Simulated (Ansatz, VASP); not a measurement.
Sn4Se3S in VASP and in Ansatz

```
CELL_PARAMETERS angstrom
4.46919 0.00000 -0.00222
0.00000 4.18981 0.00000
-0.00558 0.00000 11.82472
ATOMIC_POSITIONS crystal
Sn 0.89227 0.50000 0.62273
Sn 0.09667 0.00000 0.36999
Sn 0.39419 0.00000 0.87942
Sn 0.63374 0.50000 0.12158
Se 0.51786 0.50000 0.35315
Se 0.47454 0.00000 0.64704
Se 0.97646 0.50000 0.85676
S 0.01427 0.00000 0.14934
```

Alike in both runs: functional PBE; k mesh 4 × 4 × 2; occupations gaussian, width 0.1 eV; no spin polarisation.

Ansatz relaxed the structure, and its values are those at the end. VASP's run is a single point on that final structure, the one shown.

|  | VASP | Ansatz |
| --- | --- | --- |
| version | VASP 6.6.1 | Ansatz 0.2.0 |
| potentials or method | VASP PAW PBE potentials, release 64 (Sn_d, Se, S), cutoff 520 eV | scalar-relativistic, plane waves, PAW |
| valence electrons in the cell | 80 | 110 |

```tsv
	VASP	Ansatz	Ansatz less VASP
gap on the k mesh at the Fermi level (eV)	0.91	0.91	+0.007
least direct gap on the mesh (eV)	1.27	1.28	+0.009
pressure (GPa)	0.1	0.0	-0.01
rms of the force components (eV/Å)	0.014	0.011	-0.0027
```

The functional is the same, so the differences come from potentials, cutoffs and numerics. VASP's potentials hold 80 valence electrons a cell and Ansatz's 110, so a difference there can come from the potentials and not from the codes.
